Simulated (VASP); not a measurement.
# B2C (P-1) in VASP: single point with PBE

Aim: the single point of B2C with PBE.

Program: VASP 6.6.1. These are calculated values, not measurements. Logs are shortened: lines on timing, memory, paths and dates and some standing lists are left out, and cuts for length are marked.

### Step 1. The cell of the first run

The typed cell holds 12 atoms: a = 2.756 Å, b = 5.547 Å, c = 6.326 Å, α = 73.73°, β = 80.55°, γ = 90.00°.

### Step 2. Single point, PBE

File INCAR:

```
  PREC = Accurate
  ENCUT = 520
  EDIFF = 1E-6
  ISMEAR = 0
  SIGMA = 0.1
  LREAL = F
  LASPH = T
  NELM = 60
  ALGO = Normal
  ISIF = 2
  LWAVE = F
  LCHARG = F
  GGA = PE
  NBANDS = 32
```

File KPOINTS:

```
Automatic mesh
0
Gamma
  12 6 6
```

File POSCAR:

```
B2C
1.0
    2.7563146324     -0.0002999281      0.0033852795
    0.0003388156      5.5465373597      0.0005886860
    1.0317012686      1.7717725339      5.9846268640
B C
8 4
Direct
    0.9101979812      0.7938230067      0.8692416404
    0.9268586759      0.2925151732      0.8587811361
    0.4516541944      0.6974158821      0.6497429910
    0.4543409253      0.0599501138      0.6175067841
    0.0731413241      0.7074848268      0.1412188639
    0.0898020188      0.2061769933      0.1307583596
    0.5456590747      0.9400498862      0.3824932159
    0.5483458056      0.3025841179      0.3502570090
    0.9011439561      0.0830175581      0.7458920069
    0.9132900352      0.5774674248      0.7441678359
    0.0988560439      0.9169824419      0.2541079931
    0.0867099648      0.4225325752      0.2558321641
```

Potentials or basis: VASP PAW PBE potentials, release 64 (B, C).

Command:

```bash
cat potpaw_PBE.64/B/POTCAR potpaw_PBE.64/C/POTCAR > POTCAR
mpirun -np 1 vasp_std > vasp.out
```

OUTCAR:

```text
PREC = Accurate
   ENCUT = 520
   EDIFF = 1E-6
   ISMEAR = 0
   LREAL = F
   LASPH = T
   NELM = 60
   ISIF = 2
   GGA = PE

 ion  position               nearest neighbor table
   1  0.910  0.794  0.869-   9 1.58  10 1.61   5 1.78   3 2.04
   2  0.927  0.293  0.859-   9 1.53  10 1.55   6 1.78
   3  0.452  0.697  0.650-  10 1.56  10 1.58   7 1.82   4 1.96   1 2.04
   4  0.454  0.060  0.618-   9 1.61   9 1.63   7 1.77   8 1.82   3 1.96
   5  0.073  0.707  0.141-  11 1.53  12 1.55   1 1.78
   6  0.090  0.206  0.131-  11 1.58  12 1.61   2 1.78   8 2.04
   7  0.546  0.940  0.382-  11 1.61  11 1.63   4 1.77   3 1.82   8 1.96
   8  0.548  0.303  0.350-  12 1.56  12 1.58   4 1.82   7 1.96   6 2.04
   9  0.901  0.083  0.746-   2 1.53   1 1.58   4 1.61   4 1.63
  10  0.913  0.577  0.744-   2 1.55   3 1.56   3 1.58   1 1.61
  11  0.099  0.917  0.254-   5 1.53   6 1.58   7 1.61   7 1.63
  12  0.087  0.423  0.256-   5 1.55   8 1.56   8 1.58   6 1.61

  LATTYP: Found a triclinic cell.
 ALAT       =     7.1499140495
 B/A-ratio  =     0.7757488220
 C/A-ratio  =     0.3855034772
 COS(alpha) =     0.0000475985
 COS(beta)  =     0.1453334887
 COS(gamma) =     0.5278478383

  Lattice vectors:

 A1 = (   1.0313624530,  -3.7747648258,   5.9840381780)
 A2 = (  -0.0003388156,  -5.5465373597,  -0.0005886860)
 A3 = (   2.7563146324,  -0.0002999281,   0.0033852795)

Analysis of symmetry for initial positions (statically):
=====================================================================
 Subroutine PRICEL returns:
 Original cell was already a primitive cell.

 Routine SETGRP: Setting up the symmetry group for a
 triclinic supercell.

 Subroutine GETGRP returns: Found  2 space group operations
 (whereof  2 operations were pure point group operations)
 out of a pool of  2 trial point group operations.

The static configuration has the point symmetry S_2 .

Analysis of symmetry for dynamics (positions and initial velocities):
=====================================================================
 Subroutine PRICEL returns:
 Original cell was already a primitive cell.

 Routine SETGRP: Setting up the symmetry group for a
 triclinic supercell.

 Subroutine GETGRP returns: Found  2 space group operations
 (whereof  2 operations were pure point group operations)
 out of a pool of  2 trial point group operations.

The dynamic configuration has the point symmetry S_2 .

 Subroutine INISYM returns: Found  2 space group operations
 (whereof  2 operations are pure point group operations),
 and found     1 'primitive' translations

----------------------------------------------------------------------------------------

                                     Primitive cell

  volume of cell :      91.4707

  direct lattice vectors                    reciprocal lattice vectors
     2.756314632 -0.000299928  0.003385279     0.362880109 -0.000015528 -0.062552999
     0.000338816  5.546537360  0.000588686     0.000085196  0.180298326 -0.053392722
     1.031701269  1.771772534  5.984626864    -0.000205276 -0.000017727  0.167135431

  length of vectors
     2.756316728  5.546537401  6.326084423     0.368232062  0.188037966  0.167135558

  position of ions in fractional coordinates (direct lattice)
     0.910197981  0.793823007  0.869241640
     0.926858676  0.292515173  0.858781136
     0.451654194  0.697415882  0.649742991
     0.454340925  0.059950114  0.617506784
     0.073141324  0.707484827  0.141218864
     0.089802019  0.206176993  0.130758360
     0.545659075  0.940049886  0.382493216
     0.548345806  0.302584118  0.350257009
     0.901143956  0.083017558  0.745892007
     0.913290035  0.577467425  0.744167836
     0.098856044  0.916982442  0.254107993
     0.086709965  0.422532575  0.255832164

  ion indices of the primitive-cell ions
   primitive index   ion index
                 1           1
                 2           2
                 3           3
                 4           4
                 5           5
                 6           6
                 7           7
                 8           8
                 9           9
                10          10
                11          11
                12          12

----------------------------------------------------------------------------------------

 KPOINTS: Automatic mesh

Automatic generation of k-mesh.
 Grid dimensions read from file:
 generate k-points for:   12    6    6

 Generating k-lattice:

  Cartesian coordinates                     Fractional coordinates (reciprocal lattice)
     0.030240009 -0.000001294 -0.005212750     0.083333333  0.000000000  0.000000000
     0.000014199  0.030049721 -0.008898787     0.000000000  0.166666667  0.000000000
    -0.000034213 -0.000002954  0.027855905    -0.000000000 -0.000000000  0.166666667

  Length of vectors
     0.030686005  0.031339661  0.027855926

  Shift w.r.t. Gamma in fractional coordinates (k-lattice)
     0.000000000  0.000000000  0.000000000

 Subroutine IBZKPT returns following result:
 ===========================================

 Found    220 irreducible k-points:

 Following reciprocal coordinates:
            Coordinates               Weight
  0.000000  0.000000  0.000000      1.000000
  0.083333 -0.000000 -0.000000      2.000000
  0.166667 -0.000000 -0.000000      2.000000
  0.250000 -0.000000 -0.000000      2.000000
  0.333333  0.000000 -0.000000      2.000000
  0.416667 -0.000000 -0.000000      2.000000
[... 16 lines left out ...]
  0.250000  0.333333  0.000000      2.000000
  0.333333  0.333333 -0.000000      2.000000
 [... further k-points ...]
   k-points           NKPTS =    220   k-points in BZ     NKDIM =    220   number of bands    NBANDS=     32
   number of dos      NEDOS =    301   number of ions     NIONS =     12
   total plane-waves  NPLWV =  40320
   dimension x,y,z NGX =    20 NGY =   42 NGZ =   48
   dimension x,y,z NGXF=    40 NGYF=   84 NGZF=   96
   ions per type =               8   4
   NGX,Y,Z   is equivalent  to a cutoff of  12.06, 12.59, 12.61 a.u.
   NGXF,Y,Z  is equivalent  to a cutoff of  24.13, 25.18, 25.23 a.u.
 SYSTEM =  unknown system
   PREC   = accura    normal or accurate (medium, high low for compatibility)
   ISTART =      0    job   : 0-new  1-cont  2-samecut
   ICHARG =      2    charge: 1-file 2-atom 10-const
   ISPIN  =      1    spin polarized calculation?
   LNONCOLLINEAR =      F non collinear calculations
   LSORBIT =      F    spin-orbit coupling
   LASPH  =      T    aspherical Exc in radial PAW
   ENCUT  =  520.0 eV  38.22 Ry    6.18 a.u.   5.12 10.31 11.76*2*pi/ulx,y,z
   NELM   =     60;   NELMIN=  2; NELMDL= -5     # of ELM steps
   EDIFF  = 0.1E-05   stopping-criterion for ELM
   LREAL  =      F    real-space projection
   EDIFFG = 0.1E-04   stopping-criterion for IOM
   NSW    =      0    number of steps for IOM
   IBRION =     -1    ionic relax: 0-MD 1-quasi-New 2-CG
   NFREE  =      0    steps in history (QN), initial steepest desc. (CG)
   ISIF   =      2    stress and relaxation
   ISYM   =      2    0-nonsym 1-usesym 2-fastsym
   POTIM  = 0.5000    time-step for ionic-motion
   TEBEG  =    0.0;   TEEND  =   0.0 temperature during run
   PSTRESS=    0.0 pullay stress
   NELECT =      40.0000    total number of electrons
   NUPDOWN=      -1.0000    fix difference up-down
   EMIN   =  10.00;   EMAX   =-10.00  energy-range for DOS
   EFERMI =   0.00;   METHOD = LEGACY
   ISMEAR =     0;   SIGMA  =   0.10  broadening in eV -4-tet -1-fermi 0-gaus
   EFERMI_NEDOS =   21; number of points for ismear=-14 and -15
   IALGO  =     38    algorithm
   IMIX   =      4    mixing-type and parameters
     AMIX     =   0.40;   BMIX     =  1.00
     AMIX_MAG =   1.60;   BMIX_MAG =  1.00
  volume/ion in A,a.u.               =       7.62        51.44
  Fermi-wavevector in a.u.,A,eV,Ry     =   1.242608  2.348188 21.008406  1.544074
  Thomas-Fermi vector in A             =   2.376955
   LORBIT       =      0    0 simple, 1 ext, 2 COOP (PROOUT), +10 PAW based schemes
   GGA     = PE    functional components
   LHFCALC =     F    Hartree Fock is set to
   AEXX    =    0.0000 exact exchange contribution
   IVDW    =     0    specifies the selected vdW correction
   LEPSILON=     F    determine dielectric tensor
   LRPA    =     F    only Hartree local field effects (RPA)
 non-spin polarized calculation
 Gauss-broadening in eV      SIGMA  =   0.10
  energy-cutoff  :      520.00
  volume of cell :       91.47
 maximum number of plane-waves:      2484
   NGX = 11   NGY = 21   NGZ = 23

 number of electron      39.9999999 magnetization

 Free energy of the ion-electron system (eV)
  ---------------------------------------------------
  ext. energy  EPLUGINS =         0.00000000
  ---------------------------------------------------
  free energy    TOTEN  =       -87.48872187 eV

  energy without entropy =      -87.47749482  energy(sigma->0) =      -87.48310834

 E-fermi :   5.2194     XC(G=0): -11.4017

 val. band max:        5.2190835478   @ k =   0.4167   0.5000   0.1667
 cond. band min:       5.2289079933   @ k =  -0.1667   0.1667   0.1667
 fundamental gap:      0.0098244455
 Fermi energy:         5.2194159965

 k-point     1 :       0.0000    0.0000    0.0000
  band No.  band energies     occupation
      1     -11.0823      2.00000
      2      -9.5783      2.00000
      3      -7.8584      2.00000
      4      -7.5364      2.00000
      5      -5.5565      2.00000
      6      -4.9980      2.00000
[... 24 lines left out ...]
     31      13.6312      0.00000
     32      14.4601      0.00000
[... 774 lines left out ...]
      2      -8.4791      2.00000
      3      -7.2952      2.00000
      4      -6.6928      2.00000
      5      -4.1745      2.00000
      6      -2.7387      2.00000
[... 24 lines left out ...]
     31      14.5337      0.00000
     32      14.8012      0.00000

 [... further k-points ...]

------------------------ aborting loop because EDIFF is reached ----------------------------------------

  FORCE on cell =-STRESS in cart. coord.  units (eV):
  Direction    XX          YY          ZZ          XY          YZ          ZX
  --------------------------------------------------------------------------------------
  -------------------------------------------------------------------------------------
  Total        0.0944469      0.1394967      0.0065543     -0.0030856      0.0035028     -0.0053053
  in kB        1.6543074      2.4433870      0.1148037     -0.0540463      0.0613535     -0.0929269
  external PRESSURE =       1.4041660 kB  Pullay stress =       0.0000000 kB

 VOLUME and BASIS-vectors are now :
 -----------------------------------------------------------------------------
  energy-cutoff  :      520.00
  volume of cell :       91.47
      direct lattice vectors                 reciprocal lattice vectors
     2.756314632 -0.000299928  0.003385279     0.362880109 -0.000015528 -0.062552999
     0.000338816  5.546537360  0.000588686     0.000085196  0.180298326 -0.053392722
     1.031701269  1.771772534  5.984626864    -0.000205276 -0.000017727  0.167135431

 POSITION                                       TOTAL-FORCE (eV/Angst)
 -----------------------------------------------------------------------------------
      3.40586      5.94279      5.20564         0.005915     -0.003190      0.020656
      3.44082      3.14373      5.14279         0.007435      0.002836      0.017505
      1.91548      5.01930      3.89041         0.003114      0.010572     -0.011784
      1.88941      1.42646      3.69712        -0.001019     -0.002881     -0.005162
      0.34754      4.17428      0.84581        -0.007435     -0.002836     -0.017505
      0.38250      1.37522      0.78297        -0.005915      0.003190     -0.020656
      1.89895      5.89155      2.29148         0.001019      0.002881      0.005162
      1.87288      2.29871      2.09819        -0.003114     -0.010572      0.011784
      3.25340      1.78174      4.46698        -0.001724      0.014784      0.001414
      3.28527      4.52117      4.45700        -0.003423     -0.017746      0.004916
      0.53495      5.53627      1.52162         0.001724     -0.014784     -0.001414
      0.50309      2.79684      1.53160         0.003423      0.017746     -0.004916
 -----------------------------------------------------------------------------------
    total drift:                                0.000000      0.000000      0.000000

  FREE ENERGIE OF THE ION-ELECTRON SYSTEM (eV)
  ---------------------------------------------------
  free  energy   TOTEN  =       -87.4887218664 eV

  energy  without entropy=      -87.4774948160  energy(sigma->0) =      -87.48310834
```

It took 7.1 min on 1 thread of AMD EPYC 7R13 (Zen 3), shared host; peak memory 0.49 GiB.

What came out:

```yaml
Free_energy: -87.4887 eV
Pressure: 0.1 GPa
Largest_force: 0.022 eV/Å
Band_gap_on_the_k_mesh: zero (bands 20 and 21 overlap by 2.37 eV)
```

Forces in eV/Å, atoms in the order of the input:
```
B    0.006 -0.003  0.021
B    0.007  0.003  0.018
B    0.003  0.011 -0.012
B   -0.001 -0.003 -0.005
B   -0.007 -0.003 -0.018
B   -0.006  0.003 -0.021
B    0.001  0.003  0.005
B   -0.003 -0.011  0.012
C   -0.002  0.015  0.001
C   -0.003 -0.018  0.005
C    0.002 -0.015 -0.001
C    0.003  0.018 -0.005
```

Stress tensor (GPa, compression positive):
```
 0.17 -0.01 -0.01
-0.01  0.24  0.01
-0.01  0.01  0.01
```

Levels at points of the mesh, in eV from the Fermi level:
| k point | band 17 | band 18 | band 19 | band 20 | band 21 | band 22 | band 23 | band 24 |
| --- | --- | --- | --- | --- | --- | --- | --- | --- |
| (0.00, 0.00, 0.00) | -1.62 | -1.47 | -0.36 | 0.07 | 3.76 | 3.87 | 5.04 | 5.06 |
| (0.50, 0.00, 0.00) | -2.81 | -2.22 | -1.93 | -1.38 | -1.20 | -0.43 | 1.89 | 3.21 |
| (0.00, 0.50, 0.00) | -1.91 | -0.91 | -0.51 | -0.40 | 3.26 | 4.22 | 5.16 | 5.62 |
| (0.50, 0.50, 0.00) | -2.97 | -2.44 | -1.93 | -1.11 | -0.80 | -0.05 | 1.20 | 2.01 |
| (0.00, 0.00, 0.50) | -1.57 | -0.96 | -0.77 | 1.17 | 2.99 | 3.65 | 4.66 | 4.96 |
| (0.50, 0.00, 0.50) | -3.19 | -2.70 | -1.92 | -1.65 | 0.47 | 0.60 | 1.10 | 1.64 |
| (0.00, 0.50, 0.50) | -1.83 | -1.75 | -0.60 | 1.06 | 3.73 | 4.02 | 4.86 | 5.54 |
| (0.50, 0.50, 0.50) | -3.23 | -3.19 | -2.09 | -0.83 | -0.39 | -0.16 | 1.43 | 1.85 |
